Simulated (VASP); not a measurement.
# AlB2As3 (P3m1) in VASP: further runs

The runs below take AlB2As3 through single point, relaxation of cell and atoms, with PBE.

Everything below comes from runs of VASP 6.6.1. Logs are shortened: lines on timing, memory, paths and dates and some standing lists are left out, and cuts for length are marked.

## 1. The cell of the first run

The structure is trigonal, space group P3m1 (No. 156). Conventional cell: a = 3.579 Å, b = 3.579 Å, c = 18.255 Å, α = 90.00°, β = 90.00°, γ = 120.00°. Al (site symmetry 3m) has 4 As at 2.34 to 2.49 Å within 3.1 Å. Al (site symmetry 3m) has 4 As at 2.34 to 2.49 Å within 3.1 Å. Within 2.8 Å of B (site symmetry 3m) lie 4 As at 2.11 to 2.17 Å. B (site symmetry 3m) has 4 As at 2.09 to 2.17 Å within 2.8 Å. B (site symmetry 3m) has 4 As at 2.11 to 2.17 Å within 2.8 Å. B (site symmetry 3m) has 4 As at 2.09 to 2.17 Å within 2.8 Å. As (site symmetry 3m) has 3 B at 2.17 Å and 1 Al at 2.49 Å within 2.9 Å. As (site symmetry 3m) has 3 B at 2.17 Å and 1 Al at 2.49 Å within 2.9 Å.

## 2. Single point, PBE

INCAR reads:

```
SYSTEM = AlB2As3
PREC = Accurate
ENCUT = 520
EDIFF = 1E-6
ISMEAR = 0
SIGMA = 0.1
LREAL = .False.
LASPH = .True.
NELM = 80
ALGO = Normal
ISIF = 2
LWAVE = .False.
LCHARG = .False.
GGA = PE
NBANDS = 36
```

KPOINTS reads:

```
regular mesh
0
Gamma
  6 6 1
  0 0 0
```

POSCAR reads:

```
AlB2As3
1.0
    3.5788534289      0.0000000000      0.0000000000
   -1.7894267144      3.0993779858      0.0000000000
    0.0000000000      0.0000000000     18.2545995234
Al B As
2 4 6
Direct
    0.3333333333      0.6666666667     -0.0050010868
    0.3333333333      0.6666666667      0.3424645426
    0.3333333333      0.6666666667      0.6683378845
    0.6666666667      0.3333333333      0.1678291337
    0.6666666667      0.3333333333      0.5158345552
    0.6666666667      0.3333333333      0.8203849999
    0.3333333333      0.6666666667      0.1312569606
    0.3333333333      0.6666666667      0.4787734998
    0.3333333333      0.6666666667      0.7837132662
    0.6666666667      0.3333333333      0.2823364491
    0.6666666667      0.3333333333      0.6312678482
    0.6666666667      0.3333333333      0.9348019670
```

Potentials or basis: VASP PAW PBE potentials, release 64 (Al, B, As).

Command:

```bash
> cat potpaw_PBE.64/Al/POTCAR potpaw_PBE.64/B/POTCAR potpaw_PBE.64/As/POTCAR > POTCAR
> mpirun -np 1 vasp_std > vasp.out
```

OUTCAR:

```text
SYSTEM = AlB2As3
   PREC = Accurate
   ENCUT = 520
   EDIFF = 1E-6
   ISMEAR = 0
   LREAL = .False.
   LASPH = .True.
   NELM = 80
   ISIF = 2
   GGA = PE

 ion  position               nearest neighbor table
   1  0.333  0.667  0.995-  12 2.34  12 2.34  12 2.34   7 2.49
   2  0.333  0.667  0.342-  10 2.34  10 2.34  10 2.34   8 2.49
   3  0.333  0.667  0.668-   9 2.11  11 2.17  11 2.17  11 2.17
   4  0.667  0.333  0.168-  10 2.09   7 2.17   7 2.17   7 2.17
   5  0.667  0.333  0.516-  11 2.11   8 2.17   8 2.17   8 2.17
   6  0.667  0.333  0.820-  12 2.09   9 2.17   9 2.17   9 2.17
   7  0.333  0.667  0.131-   4 2.17   4 2.17   4 2.17   1 2.49
   8  0.333  0.667  0.479-   5 2.17   5 2.17   5 2.17   2 2.49
   9  0.333  0.667  0.784-   3 2.11   6 2.17   6 2.17   6 2.17
  10  0.667  0.333  0.282-   4 2.09   2 2.34   2 2.34   2 2.34
  11  0.667  0.333  0.631-   5 2.11   3 2.17   3 2.17   3 2.17
  12  0.667  0.333  0.935-   6 2.09   1 2.34   1 2.34   1 2.34

  LATTYP: Found a hexagonal cell.
 ALAT       =     3.5788534289
 C/A-ratio  =     5.1006837486

  Lattice vectors:

 A1 = (   3.5788534289,   0.0000000000,   0.0000000000)
 A2 = (  -1.7894267144,   3.0993779858,   0.0000000000)
 A3 = (   0.0000000000,   0.0000000000,  18.2545995234)

Analysis of symmetry for initial positions (statically):
=====================================================================
 Subroutine PRICEL returns:
 Original cell was already a primitive cell.

 Routine SETGRP: Setting up the symmetry group for a
 hexagonal supercell.

 Subroutine GETGRP returns: Found  6 space group operations
 (whereof  6 operations were pure point group operations)
 out of a pool of 24 trial point group operations.

The static configuration has the point symmetry C_3v.

Analysis of symmetry for dynamics (positions and initial velocities):
=====================================================================
 Subroutine PRICEL returns:
 Original cell was already a primitive cell.

 Routine SETGRP: Setting up the symmetry group for a
 hexagonal supercell.

 Subroutine GETGRP returns: Found  6 space group operations
 (whereof  6 operations were pure point group operations)
 out of a pool of 24 trial point group operations.

The dynamic configuration has the point symmetry C_3v.

 Subroutine INISYM returns: Found  6 space group operations
 (whereof  6 operations are pure point group operations),
 and found     1 'primitive' translations

----------------------------------------------------------------------------------------

                                     Primitive cell

  volume of cell :     202.4840

  direct lattice vectors                    reciprocal lattice vectors
     3.578853429  0.000000000  0.000000000     0.279419099  0.161322692  0.000000000
    -1.789426714  3.099377986  0.000000000     0.000000000  0.322645384  0.000000000
     0.000000000  0.000000000 18.254599523     0.000000000  0.000000000  0.054780714

  length of vectors
     3.578853429  3.578853429 18.254599523     0.322645384  0.322645384  0.054780714

  position of ions in fractional coordinates (direct lattice)
     0.333333333  0.666666667  0.994998913
     0.333333333  0.666666667  0.342464543
     0.333333333  0.666666667  0.668337884
     0.666666667  0.333333333  0.167829134
     0.666666667  0.333333333  0.515834555
     0.666666667  0.333333333  0.820385000
     0.333333333  0.666666667  0.131256961
     0.333333333  0.666666667  0.478773500
     0.333333333  0.666666667  0.783713266
     0.666666667  0.333333333  0.282336449
     0.666666667  0.333333333  0.631267848
     0.666666667  0.333333333  0.934801967

  ion indices of the primitive-cell ions
   primitive index   ion index
                 1           1
                 2           2
                 3           3
                 4           4
                 5           5
                 6           6
                 7           7
                 8           8
                 9           9
                10          10
                11          11
                12          12

----------------------------------------------------------------------------------------

 KPOINTS: regular mesh

Automatic generation of k-mesh.
 Grid dimensions read from file:
 generate k-points for:    6    6    1

 Generating k-lattice:

  Cartesian coordinates                     Fractional coordinates (reciprocal lattice)
     0.046569850  0.026887115  0.000000000     0.166666667 -0.000000000  0.000000000
     0.000000000  0.053774231  0.000000000     0.000000000  0.166666667  0.000000000
     0.000000000  0.000000000  0.054780714     0.000000000  0.000000000  1.000000000

  Length of vectors
     0.053774231  0.053774231  0.054780714

  Shift w.r.t. Gamma in fractional coordinates (k-lattice)
     0.000000000  0.000000000  0.000000000

 Subroutine IBZKPT returns following result:
 ===========================================

 Found      7 irreducible k-points:

 Following reciprocal coordinates:
            Coordinates               Weight
  0.000000  0.000000  0.000000      1.000000
  0.166667  0.000000  0.000000      6.000000
  0.333333  0.000000  0.000000      6.000000
  0.500000  0.000000  0.000000      3.000000
  0.166667  0.166667  0.000000      6.000000
  0.333333  0.166667  0.000000     12.000000
  0.333333  0.333333  0.000000      2.000000
   k-points           NKPTS =      7   k-points in BZ     NKDIM =      7   number of bands    NBANDS=     36
   number of dos      NEDOS =    301   number of ions     NIONS =     12
   total plane-waves  NPLWV = 109760
   dimension x,y,z NGX =    28 NGY =   28 NGZ =  140
   dimension x,y,z NGXF=    56 NGYF=   56 NGZF=  280
   ions per type =               2   4   6
   NGX,Y,Z   is equivalent  to a cutoff of  13.01, 13.01, 12.75 a.u.
   NGXF,Y,Z  is equivalent  to a cutoff of  26.01, 26.01, 25.50 a.u.
 SYSTEM =  AlB2As3
   PREC   = accura    normal or accurate (medium, high low for compatibility)
   ISTART =      0    job   : 0-new  1-cont  2-samecut
   ICHARG =      2    charge: 1-file 2-atom 10-const
   ISPIN  =      1    spin polarized calculation?
   LNONCOLLINEAR =      F non collinear calculations
   LSORBIT =      F    spin-orbit coupling
   LASPH  =      T    aspherical Exc in radial PAW
   ENCUT  =  520.0 eV  38.22 Ry    6.18 a.u.   6.65  6.65 33.94*2*pi/ulx,y,z
   NELM   =     80;   NELMIN=  2; NELMDL= -5     # of ELM steps
   EDIFF  = 0.1E-05   stopping-criterion for ELM
   LREAL  =      F    real-space projection
[... 7 lines left out ...]
   TEBEG  =    0.0;   TEEND  =   0.0 temperature during run
   PSTRESS=    0.0 pullay stress
   NELECT =      48.0000    total number of electrons
   NUPDOWN=      -1.0000    fix difference up-down
   EMIN   =  10.00;   EMAX   =-10.00  energy-range for DOS
   EFERMI =   0.00;   METHOD = LEGACY
   ISMEAR =     0;   SIGMA  =   0.10  broadening in eV -4-tet -1-fermi 0-gaus
   EFERMI_NEDOS =   21; number of points for ismear=-14 and -15
   IALGO  =     38    algorithm
   IMIX   =      4    mixing-type and parameters
     AMIX     =   0.40;   BMIX     =  1.00
     AMIX_MAG =   1.60;   BMIX_MAG =  1.00
  volume/ion in A,a.u.               =      16.87       113.87
  Fermi-wavevector in a.u.,A,eV,Ry     =   1.013192  1.914655 13.967164  1.026558
  Thomas-Fermi vector in A             =   2.146346
   LORBIT       =      0    0 simple, 1 ext, 2 COOP (PROOUT), +10 PAW based schemes
   GGA     = PE    functional components
   LHFCALC =     F    Hartree Fock is set to
   AEXX    =    0.0000 exact exchange contribution
   IVDW    =     0    specifies the selected vdW correction
   LEPSILON=     F    determine dielectric tensor
   LRPA    =     F    only Hartree local field effects (RPA)
 non-spin polarized calculation
 Gauss-broadening in eV      SIGMA  =   0.10
  energy-cutoff  :      520.00
  volume of cell :      202.48
 maximum number of plane-waves:      5503
 NGX is ok and might be reduce to    28
   NGX = 13   NGY = 13   NGZ = 67

 number of electron      48.0000001 magnetization

 Free energy of the ion-electron system (eV)
  ---------------------------------------------------
  ext. energy  EPLUGINS =         0.00000000
  ---------------------------------------------------
  free energy    TOTEN  =       -61.71832138 eV

  energy without entropy =      -61.71057880  energy(sigma->0) =      -61.71445009

 E-fermi :   6.0120     XC(G=0):  -9.8843

 val. band max:        5.9855242849   @ k =   0.0000   0.0000   0.0000
 cond. band min:       6.0964234658   @ k =   0.3333   0.0000   0.0000
 fundamental gap:      0.1108991809
 Fermi energy:         6.0120024072

 k-point     1 :       0.0000    0.0000    0.0000
  band No.  band energies     occupation
      1      -9.1119      2.00000
      2      -8.5504      2.00000
      3      -8.4622      2.00000
      4      -7.4872      2.00000
      5      -7.0474      2.00000
      6      -6.5233      2.00000
[... 28 lines left out ...]
     35       8.8394      0.00000
     36       8.8394      0.00000

 k-point     2 :       0.1667    0.0000    0.0000
  band No.  band energies     occupation
      1      -8.7733      2.00000
      2      -8.2139      2.00000
      3      -8.1301      2.00000
      4      -7.1728      2.00000
      5      -6.7386      2.00000
      6      -6.2411      2.00000
[... 28 lines left out ...]
     35       9.5368      0.00000
     36       9.8121      0.00000

 k-point     3 :       0.3333    0.0000    0.0000
  band No.  band energies     occupation
      1      -7.8309      2.00000
      2      -7.2858      2.00000
      3      -7.2245      2.00000
      4      -6.3694      2.00000
      5      -5.9914      2.00000
      6      -5.6316      2.00000
[... 28 lines left out ...]
     35       9.5832      0.00000
     36      10.2693      0.00000

 k-point     4 :       0.5000    0.0000    0.0000
  band No.  band energies     occupation
      1      -6.9384      2.00000
      2      -6.4452      2.00000
      3      -6.4355      2.00000
      4      -5.9146      2.00000
      5      -5.6675      2.00000
      6      -5.5440      2.00000
[... 28 lines left out ...]
     35       9.5321      0.00000
     36       9.5953      0.00000

 k-point     5 :       0.1667    0.1667    0.0000
  band No.  band energies     occupation
      1      -8.1263      2.00000
      2      -7.5746      2.00000
      3      -7.5037      2.00000
      4      -6.6026      2.00000
      5      -6.1972      2.00000
      6      -5.7772      2.00000
[... 28 lines left out ...]
     35       9.8306      0.00000
     36       9.9782      0.00000

 k-point     6 :       0.3333    0.1667    0.0000
  band No.  band energies     occupation
      1      -7.0416      2.00000
      2      -6.5295      2.00000
      3      -6.5172      2.00000
      4      -5.8900      2.00000
      5      -5.6286      2.00000
      6      -5.4582      2.00000
[... 28 lines left out ...]
     35       9.8754      0.00000
     36      10.2730      0.00000

 k-point     7 :       0.3333    0.3333    0.0000
  band No.  band energies     occupation
      1      -6.1976      2.00000
      2      -6.1660      2.00000
      3      -5.8520      2.00000
      4      -5.8305      2.00000
      5      -5.6006      2.00000
      6      -5.5636      2.00000
[... 28 lines left out ...]
     35      11.2926      0.00000
     36      11.3314      0.00000

------------------------ aborting loop because EDIFF is reached ----------------------------------------

  FORCE on cell =-STRESS in cart. coord.  units (eV):
  Direction    XX          YY          ZZ          XY          YZ          ZX
  --------------------------------------------------------------------------------------
  -------------------------------------------------------------------------------------
  Total        0.3572021      0.3572021      0.5161991      0.0000000     -0.0000000      0.0000000
  in kB        2.8264012      2.8264012      4.0844826      0.0000000     -0.0000000      0.0000000
  external PRESSURE =       3.2457617 kB  Pullay stress =       0.0000000 kB

 VOLUME and BASIS-vectors are now :
 -----------------------------------------------------------------------------
  energy-cutoff  :      520.00
  volume of cell :      202.48
      direct lattice vectors                 reciprocal lattice vectors
     3.578853429  0.000000000  0.000000000     0.279419099  0.161322692  0.000000000
    -1.789426714  3.099377986  0.000000000     0.000000000  0.322645384  0.000000000
     0.000000000  0.000000000 18.254599523     0.000000000  0.000000000  0.054780714

 POSITION                                       TOTAL-FORCE (eV/Angst)
 -----------------------------------------------------------------------------------
     -0.00000      2.06625     18.16331         0.000000      0.000000      0.028063
     -0.00000      2.06625      6.25155         0.000000      0.000000      0.027345
     -0.00000      2.06625     12.20024        -0.000000      0.000000     -0.011646
      1.78943      1.03313      3.06365         0.000000     -0.000000     -0.021229
      1.78943      1.03313      9.41635        -0.000000      0.000000     -0.012902
      1.78943      1.03313     14.97580        -0.000000      0.000000     -0.021560
     -0.00000      2.06625      2.39604        -0.000000     -0.000000     -0.019137
     -0.00000      2.06625      8.73982         0.000000     -0.000000     -0.013089
     -0.00000      2.06625     14.30637         0.000000     -0.000000      0.006171
      1.78943      1.03313      5.15394        -0.000000      0.000000      0.013544
      1.78943      1.03313     11.52354        -0.000000      0.000000      0.012159
      1.78943      1.03313     17.06444        -0.000000      0.000000      0.012280
 -----------------------------------------------------------------------------------
    total drift:                               -0.000000      0.000000     -0.000304

  FREE ENERGIE OF THE ION-ELECTRON SYSTEM (eV)
  ---------------------------------------------------
  free  energy   TOTEN  =       -61.7183213798 eV

  energy  without entropy=      -61.7105787997  energy(sigma->0) =      -61.71445009
```

It took 75 s on 1 thread of Intel Xeon Platinum 8488C (Sapphire Rapids), shared host; peak memory 0.33 GiB.

What came out:

- Free energy: -61.7183 eV
- Pressure: 0.3 GPa
- Largest force: 0.028 eV/Å
- Band gap on the k mesh: 0.11 eV (least direct gap 0.23 eV)

Forces on the atoms (eV/Å):
```
Al   0.000  0.000  0.028
Al   0.000  0.000  0.027
B    0.000  0.000 -0.012
B    0.000  0.000 -0.021
B    0.000  0.000 -0.013
B    0.000  0.000 -0.022
As   0.000  0.000 -0.019
As   0.000  0.000 -0.013
As   0.000  0.000  0.006
As   0.000  0.000  0.014
As   0.000  0.000  0.012
As   0.000  0.000  0.012
```

Stress tensor (GPa, compression positive):
```
0.28 0.00 0.00
0.00 0.28 0.00
0.00 0.00 0.41
```

Caveat: an odd mesh through Γ misses points on the zone boundary, where band edges can lie.

## 3. Single point, PBE

This run uses another cell than the first one, of 17.11 Å³/atom.

INCAR reads:

```
SYSTEM = AlB2As3
PREC = Accurate
ENCUT = 520
EDIFF = 1E-7
ISMEAR = 0
SIGMA = 0.1
LREAL = .FALSE.
LASPH = .TRUE.
NELM = 80
ALGO = Normal
ISIF = 2
LWAVE = .FALSE.
LCHARG = .FALSE.
GGA = PE
NBANDS = 36
```

KPOINTS reads:

```
regular mesh
0
G
  6 6 1
  0 0 0
```

POSCAR reads:

```
AlB2As3
1.0
    3.6364835000      0.0000000000      0.0000000000
   -1.8182417500      3.1492870900      0.0000000000
    0.0000000000      0.0000000000     17.9293284500
Al B As
2 4 6
Direct
    0.3333333300      0.6666666700      0.0002276700
    0.3333333300      0.6666666700      0.3335610000
    0.3333333300      0.6666666700      0.6668943300
    0.6666666700      0.3333333300      0.1668943300
    0.6666666700      0.3333333300      0.5002276700
    0.6666666700      0.3333333300      0.8335610000
    0.3333333300      0.6666666700      0.1251056700
    0.3333333300      0.6666666700      0.4584390000
    0.3333333300      0.6666666700      0.7917723400
    0.6666666700      0.3333333300      0.2917723400
    0.6666666700      0.3333333300      0.6251056700
    0.6666666700      0.3333333300      0.9584390000
```

Potentials or basis: VASP PAW PBE potentials, release 64 (Al, B, As).

Command:

```bash
> cat potpaw_PBE.64/Al/POTCAR potpaw_PBE.64/B/POTCAR potpaw_PBE.64/As/POTCAR > POTCAR
> mpirun -np 1 vasp_std > vasp.out
```

Wall time 74 s (1 thread of Intel Xeon Platinum 8488C (Sapphire Rapids), shared host); peak memory 0.33 GiB.

Results (log left out):

* Free energy: -59.6996 eV
* Pressure: 3.0 GPa
* Largest force: 3.807 eV/Å
* Band gap on the k mesh: 0.90 eV (least direct gap 1.18 eV)

Forces on the atoms (eV/Å):
```
Al   0.000  0.000 -0.429
Al   0.000  0.000 -0.420
B    0.000  0.000 -0.059
B    0.000  0.000  0.240
B    0.000  0.000  0.355
B    0.000  0.000 -0.202
As   0.000  0.000  3.721
As   0.000  0.000  3.807
As   0.000  0.000 -0.026
As   0.000  0.000 -3.538
As   0.000  0.000  0.090
As   0.000  0.000 -3.538
```

Stress tensor (GPa, compression positive):
```
2.48 0.00 0.00
0.00 2.48 0.00
0.00 0.00 3.96
```

Levels at points of the mesh, in eV from the valence-band top:
| k point | band 22 | band 23 | band 24 | band 25 | band 26 | band 27 |
| --- | --- | --- | --- | --- | --- | --- |
| (0.00, 0.00, 0.00) | -0.32 | 0.00 | 0.00 | 1.18 | 1.40 | 1.62 |
| (0.50, 0.00, 0.00) | -2.19 | -2.00 | -1.49 | 0.90 | 1.13 | 1.38 |

Caveat: an odd mesh through Γ misses points on the zone boundary, where band edges can lie; forces of over 1 eV/Å act on the atoms, so gaps and moduli don't describe the material at rest.

[end of part 1 of 2]
